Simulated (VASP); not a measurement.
Here is a VASP 6.6.1 calculation.

Contents of INCAR:

```
PREC     = Accurate       # precision mode
ENCUT    = 520            # plane-wave cutoff, eV
EDIFF    = 1E-6           # SCF threshold, eV
ISMEAR   = -1             # smearing method
SIGMA    = 0.08           # smearing width, eV
LREAL    = False          # projectors in reciprocal space
LASPH    = True           # aspherical terms in the spheres
NELM     = 150            # most SCF steps
ALGO     = Normal         # electronic algorithm
ISIF     = 2              # what is computed and relaxed
LWAVE    = False          # write WAVECAR
LCHARG   = True           # write CHGCAR
ISPIN    = 2              # spin polarisation
MAGMOM   = 0.6            # initial moments
LORBIT   = 11             # projections on sites
LMAXMIX  = 4              # l up to which the mixer works
GGA      = PE             # functional
LELF     = True           # ELF
LVHAR    = True         
NBANDS   = 15             # bands
```

Contents of KPOINTS:

```
regular mesh
0
Gamma
  17 17 17
```

Contents of POSCAR:

```
Pd
1.0
    0.0000000000      1.9465000000      1.9465000000
    1.9465000000      0.0000000000      1.9465000000
    1.9465000000      1.9465000000      0.0000000000
Pd
1
Direct
    0.0000000000      0.0000000000      0.0000000000
```

Potentials or basis: VASP PAW PBE potentials, release 64 (Pd).

The run is started by

```bash
$ cat potpaw_PBE.64/Pd/POTCAR > POTCAR
$ mpirun -np 1 vasp_std > vasp.out
```

Problem. Estimate the net moment.

Solution. 0.00 μB per cell.

Problem. Predict the pressure.

Solution. 7.0 GPa.

Problem. What does it give for the band gap on the k mesh?

Solution. Zero (filled and empty bands overlap).

Caveat: the cell stands under pressure.
